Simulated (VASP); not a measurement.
# TiB3 (I4/mmm) in VASP: relaxation of cell and atoms with PBEsol

Aim: the relaxation of cell and atoms of TiB3 with PBEsol.

Program: VASP 6.6.1. These are calculated values, not measurements. Logs are shortened: lines on timing, memory, paths and dates and some standing lists are left out, and cuts for length are marked.

**1. The cell of the first run**

It takes space group I4/mmm (No. 139, tetragonal). Conventional cell: a = 3.025 Å, b = 3.025 Å, c = 7.160 Å, α = 90.00°, β = 90.00°, γ = 90.00°. Ti (site symmetry 4/mmm) has 12 B at 2.14 to 2.34 Å within 2.8 Å. B (site symmetry 4/mmm) has 4 Ti at 2.14 Å and 8 B at 2.34 Å within 2.8 Å. B (site symmetry -4m2) has 8 B at 2.14 to 2.34 Å and 4 Ti at 2.34 Å within 2.8 Å.

**2. Relaxation of cell and atoms, PBEsol**

The input, INCAR:

```
ALGO = Normal
EDIFF = 1E-7
EDIFFG = -0.01
ENCUT = 600
GGA = PS
IBRION = 2
ISIF = 3
ISMEAR = 0
LASPH = T
LCHARG = F
LREAL = F
LWAVE = F
NELM = 100
NSW = 80
PREC = Accurate
SIGMA = 0.1
```

The input, KPOINTS:

```
k-points
0
Gamma
  20 20 20
```

The input, POSCAR:

```
TiB3
1.0
   -1.5126522006      1.5126522006      3.5799159146
    1.5126522006     -1.5126522006      3.5799159146
    1.5126522006      1.5126522006     -3.5799159146
Ti B
1 3
Direct
    0.0000000000      0.0000000000      0.0000000000
    0.5000000000      0.5000000000      0.0000000000
    0.7500000000      0.2500000000      0.5000000000
    0.2500000000      0.7500000000      0.5000000000
```

Potentials or basis: VASP PAW PBE potentials, release 64 (Ti_sv, B).

Run with:

```console
$ cat potpaw_PBE.64/Ti_sv/POTCAR potpaw_PBE.64/B/POTCAR > POTCAR
$ mpirun -np 1 vasp_std > vasp.out
```

OUTCAR:

```text
EDIFF = 1E-7
   EDIFFG = -0.01
   ENCUT = 600
   GGA = PS
   IBRION = 2
   ISIF = 3
   ISMEAR = 0
   LASPH = T
   LREAL = F
   NELM = 100
   NSW = 80
   PREC = Accurate

 ion  position               nearest neighbor table
   1  0.000  0.000  0.000-   2 2.14   2 2.14   2 2.14   2 2.14   4 2.34   3 2.34   4 2.34   4 2.34
                             3 2.34   3 2.34   4 2.34   3 2.34
   2  0.500  0.500  0.000-   1 2.14   1 2.14   1 2.14   1 2.14
   3  0.750  0.250  0.500-   4 2.14   4 2.14   4 2.14   4 2.14   1 2.34   1 2.34   1 2.34   1 2.34

   4  0.250  0.750  0.500-   3 2.14   3 2.14   3 2.14   3 2.14   1 2.34   1 2.34   1 2.34   1 2.34

  LATTYP: Found a body centered tetragonal cell.
 ALAT       =     3.0253044012
 C/A-ratio  =     2.3666484028

  Lattice vectors:

 A1 = (  -1.5126522006,   1.5126522006,   3.5799159146)
 A2 = (   1.5126522006,  -1.5126522006,   3.5799159146)
 A3 = (   1.5126522006,   1.5126522006,  -3.5799159146)

Analysis of symmetry for initial positions (statically):
=====================================================================
 Subroutine PRICEL returns:
 Original cell was already a primitive cell.

 Routine SETGRP: Setting up the symmetry group for a
 body centered tetragonal supercell.

 Subroutine GETGRP returns: Found 16 space group operations
 (whereof 16 operations were pure point group operations)
 out of a pool of 16 trial point group operations.

The static configuration has the point symmetry D_4h.

Analysis of symmetry for dynamics (positions and initial velocities):
=====================================================================
 Subroutine PRICEL returns:
 Original cell was already a primitive cell.

 Routine SETGRP: Setting up the symmetry group for a
 body centered tetragonal supercell.

 Subroutine GETGRP returns: Found 16 space group operations
 (whereof 16 operations were pure point group operations)
 out of a pool of 16 trial point group operations.

The dynamic configuration has the point symmetry D_4h.

 Subroutine INISYM returns: Found 16 space group operations
 (whereof 16 operations are pure point group operations),
 and found     1 'primitive' translations

----------------------------------------------------------------------------------------

                                     Primitive cell

  volume of cell :      32.7651

  direct lattice vectors                    reciprocal lattice vectors
[... 114 lines left out ...]
  Thomas-Fermi vector in A             =   2.533335
   LORBIT       =      0    0 simple, 1 ext, 2 COOP (PROOUT), +10 PAW based schemes
   GGA     = PS    functional components
   LHFCALC =     F    Hartree Fock is set to
   AEXX    =    0.0000 exact exchange contribution
   IVDW    =     0    specifies the selected vdW correction
   LEPSILON=     F    determine dielectric tensor
   LRPA    =     F    only Hartree local field effects (RPA)
 conjugate gradient relaxation of ions
 non-spin polarized calculation
 Gauss-broadening in eV      SIGMA  =   0.10
  energy-cutoff  :      600.00
  volume of cell :       32.77
 maximum number of plane-waves:      1116
 NGX is ok and might be reduce to    36
   NGX = 17   NGY = 17   NGZ = 17

--------------------------------------- Ionic step        1  -------------------------------------------

 number of electron      20.9999999 magnetization

 Free energy of the ion-electron system (eV)
  ---------------------------------------------------
  ext. energy  EPLUGINS =         0.00000000
  ---------------------------------------------------
  free energy    TOTEN  =       -28.77946531 eV

  energy without entropy =      -28.77581009  energy(sigma->0) =      -28.77763770

------------------------ aborting loop because EDIFF is reached ----------------------------------------

  FORCE on cell =-STRESS in cart. coord.  units (eV):
  Direction    XX          YY          ZZ          XY          YZ          ZX
  --------------------------------------------------------------------------------------
  -------------------------------------------------------------------------------------
  Total       -0.1563415     -0.1563415      0.2132832      0.0000000      0.0000000      0.0000000
  in kB       -7.6449343     -7.6449343     10.4293284      0.0000000      0.0000000      0.0000000
  external PRESSURE =      -1.6201800 kB  Pullay stress =       0.0000000 kB
[... 101 lines left out ...]
--------------------------------------- Ionic step        4  -------------------------------------------

 number of electron      20.9999999 magnetization

 Free energy of the ion-electron system (eV)
  ---------------------------------------------------
  ext. energy  EPLUGINS =         0.00000000
  ---------------------------------------------------
  free energy    TOTEN  =       -28.78000886 eV

  energy without entropy =      -28.77638361  energy(sigma->0) =      -28.77819623

 E-fermi :   8.6915     XC(G=0): -12.8019

 val. band max:        8.6835854105   @ k =   0.4000   0.2000   0.0000
 cond. band min:       8.6916666686   @ k =  -0.0500  -0.3000   0.0500
 fundamental gap:      0.0080812581
 Fermi energy:         8.6914862478

 k-point     1 :       0.0000    0.0000    0.0000
  band No.  band energies     occupation
      1     -46.3799      2.00000
      2     -22.8539      2.00000
      3     -22.7515      2.00000
      4     -22.7515      2.00000
      5      -4.3707      2.00000
      6       4.3905      2.00000
      7       4.4318      2.00000
      8       6.5363      2.00000
      9       6.5363      2.00000
     10       6.7439      2.00000
     11      11.1988      0.00000
     12      11.1988      0.00000
     13      11.5411      0.00000
     14      12.2119      0.00000
[... 377 lines left out ...]
      1     -46.3519      2.00000
      2     -23.0392      2.00000
      3     -22.8305      2.00000
      4     -22.7248      2.00000
      5      -2.3393      2.00000
      6       1.5242      2.00000
      7       4.0528      2.00000
      8       5.3950      2.00000
      9       6.8770      2.00000
     10       7.3813      2.00000
     11       8.4891      1.99579
     12      12.0596      0.00000
     13      12.5250      0.00000
     14      13.2576      0.00000

 [... further k-points ...]

------------------------ aborting loop because EDIFF is reached ----------------------------------------

  FORCE on cell =-STRESS in cart. coord.  units (eV):
  Direction    XX          YY          ZZ          XY          YZ          ZX
  --------------------------------------------------------------------------------------
  -------------------------------------------------------------------------------------
  Total       -0.0212670     -0.0212670     -0.0310640      0.0000000      0.0000000      0.0000000
  in kB       -1.0396180     -1.0396180     -1.5185331      0.0000000      0.0000000      0.0000000
  external PRESSURE =      -1.1992564 kB  Pullay stress =       0.0000000 kB
[... 19 lines left out ...]
  FREE ENERGIE OF THE ION-ELECTRON SYSTEM (eV)
  ---------------------------------------------------
  free  energy   TOTEN  =       -28.7800088592 eV

  energy  without entropy=      -28.7763836105  energy(sigma->0) =      -28.77819623

 reached required accuracy - stopping structural energy minimisation
```

CONTCAR:

```text
TiB3
   1.00000000000000
    -1.5104845194280203    1.5104845194280203    3.5912905365133319
     1.5104845194280203   -1.5104845194280203    3.5912905365133319
     1.5104845194280203    1.5104845194280203   -3.5912905365133319
  Ti              B
     1     3
Direct
     0.0000000000000000    0.0000000000000000    0.0000000000000000
     0.5000000000000000    0.5000000000000000    0.0000000000000000
     0.7500000000000000    0.2500000000000000    0.5000000000000000
     0.2500000000000000    0.7500000000000000    0.5000000000000000

  0.00000000E+00  0.00000000E+00  0.00000000E+00
  0.00000000E+00  0.00000000E+00  0.00000000E+00
  0.00000000E+00  0.00000000E+00  0.00000000E+00
  0.00000000E+00  0.00000000E+00  0.00000000E+00
```

Wall time 11 min (1 thread of Intel Xeon 6975P-C (Granite Rapids), shared host); peak memory 0.51 GiB.

Results:

| Item | Value |
| --- | --- |
| Free energy | -28.7800 eV |
| Relaxed volume | 8.19 Å³/atom |
| Relaxed cell | a = 4.179 Å, b = 4.179 Å, c = 4.179 Å, α = 137.62°, β = 137.62°, γ = 61.49° |
| Space group after relaxing (to 0.1 Å) | I4/mmm (No. 139) |
| Energy gained by relaxing | 0.1 meV/atom |
| Ionic steps | 4 |
| Pressure after relaxing | -0.1 GPa |
| Band gap on the k mesh | zero (an odd number of electrons rules out a gap without spin polarisation) |

The path:
```tsv
step	energy change (eV)	largest force (eV/Å)	pressure (GPa)	volume (Å³)
1	0.0000	0.0000	-0.16	32.77
2	-0.0005	0.0000	0.23	32.73
3	-0.0005	0.0000	0.21	32.73
4	-0.0005	0.0000	-0.12	32.78
```

Final structure:
```cif
data_structure
_symmetry_space_group_name_H-M 'P 1'
_symmetry_Int_Tables_number 1
_cell_length_a 4.1786
_cell_length_b 4.1786
_cell_length_c 4.1786
_cell_angle_alpha 137.617
_cell_angle_beta 137.617
_cell_angle_gamma 61.489
_cell_volume 32.78
loop_
_atom_site_label
_atom_site_type_symbol
_atom_site_fract_x
_atom_site_fract_y
_atom_site_fract_z
_atom_site_occupancy
Ti1 Ti 0.00000 0.00000 0.00000 1
B1 B 0.50000 0.50000 0.00000 1
B2 B 0.75000 0.25000 0.50000 1
B3 B 0.25000 0.75000 0.50000 1
```

Levels at points of the mesh, in eV from the Fermi level:
| k point | band 9 | band 10 | band 11 | band 12 | band 13 | band 14 |
| --- | --- | --- | --- | --- | --- | --- |
| (0.00, 0.00, 0.00) | -2.16 | -1.95 | 2.51 | 2.51 | 2.85 | 3.52 |
| (0.50, 0.00, 0.00) | -2.13 | -0.70 | 1.23 | 2.94 | 4.05 | 4.38 |
| (0.50, 0.50, 0.00) | -3.01 | -3.01 | -1.97 | 3.73 | 4.14 | 4.37 |
| (0.50, 0.50, 0.50) | -1.59 | 0.18 | 2.31 | 2.31 | 2.93 | 5.17 |

Caveat: the PAW data sets were made with another functional, which shifts forces and pressure a little; an odd number of electrons without spin polarisation forces a metal; a magnetic or distorted state may lie lower.
